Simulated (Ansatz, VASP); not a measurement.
## One calculation of MoSe, two programs

File POSCAR:

```
MoSe
1.0
    3.2284874235      0.0000000000      0.0000000000
   -1.6142437117      2.7959521245      0.0000000000
    0.0000000000      0.0000000000      7.1137260779
Mo Se
2 2
Direct
    0.0000000000      0.0000000000      0.0000000000
    0.0000000000      0.0000000000      0.5000000000
    0.3333333333      0.6666666667      0.2500000000
    0.6666666667      0.3333333333      0.7500000000
```

INCAR.step1

```
PREC     = Accurate       # precision mode
ENCUT    = 520            # plane-wave cutoff, eV
ISMEAR   = 0              # smearing method
SIGMA    = 0.1            # smearing width, eV
LREAL    = False          # projectors in reciprocal space
LASPH    = True           # aspherical terms in the spheres
NELM     = 80             # most SCF steps
NBANDS   = 28             # bands
GGA      = PE             # functional
ALGO     = Normal         # electronic algorithm
EDIFF    = 1E-4           # SCF threshold, eV
LWAVE    = True           # write WAVECAR
LCHARG   = False          # write CHGCAR
```

File INCAR.step2:

```
PREC     = Accurate       # precision mode
ENCUT    = 520            # plane-wave cutoff, eV
EDIFF    = 1E-6           # SCF threshold, eV
ISMEAR   = 0              # smearing method
SIGMA    = 0.1            # smearing width, eV
LREAL    = False          # projectors in reciprocal space
LASPH    = True           # aspherical terms in the spheres
NELM     = 80             # most SCF steps
ALGO     = Normal         # electronic algorithm
ISIF     = 2              # what is computed and relaxed
LWAVE    = False          # write WAVECAR
LCHARG   = False          # write CHGCAR
METAGGA  = R2SCAN         # meta-GGA
LMIXTAU  = True         
NBANDS   = 28             # bands
ISTART   = 1
```

The input KPOINTS:

```
Automatic mesh
0
Gamma
  12 12 6
```

Input for Ansatz:

```yaml
crystal:
  lattice:
    - [3.2284874235, 0.0, 0.0]
    - [-1.6142437117, 2.7959521245, 0.0]
    - [0.0, 0.0, 7.1137260779]
  atoms:
    - { symbol: Mo, position: [0.0, 0.0, 0.0] }
    - { symbol: Mo, position: [0.0, 0.0, 0.5] }
    - { symbol: Se, position: [0.3333333333, 0.6666666667, 0.25] }
    - { symbol: Se, position: [0.6666666667, 0.3333333333, 0.75] }
basis:
  ecutwfc: 500
kpoints:
  mp_grid: { grid: [12, 12, 6] }
hamiltonian:
  xc: r2scan
scf:
  occupations: { method: gaussian, width: 0.1 }
  lower_state_search: "off"
output:
  forces: true
  stress: true
  eigenvalues: true
```

Alike in both runs: task single point; functional r2SCAN; k mesh 12 × 12 × 6; occupations gaussian, width 0.1 eV; no spin polarisation.

|  | VASP | Ansatz |
| --- | --- | --- |
| version | VASP 6.6.1 | Ansatz 0.2.0 |
| potentials or method | VASP PAW PBE potentials, release 64 (Mo_sv, Se), cutoff 520 eV | scalar-relativistic, plane waves, PAW |
| valence electrons in the cell | 40 | 60 |

Ansatz gave:

| Item | Value |
| --- | --- |
| gap on the k mesh at the Fermi level (eV) | none |
| pressure (GPa) | 5.3 |
| traceless stress, the component that is largest in VASP (GPa) | -1.63 |

**Question.** What did VASP give for the same quantities?

**Answer.** gap on the k mesh at the Fermi level (eV): none; pressure (GPa): 5.7; traceless stress, the component that is largest in VASP (GPa): -1.51.

VASP's potentials were made for PBE, not for r2SCAN. A gap of «none» marks a metal or a gap that the smearing closes. VASP's potentials hold 40 valence electrons a cell and Ansatz's 60, so a difference there can come from the potentials and not from the codes.
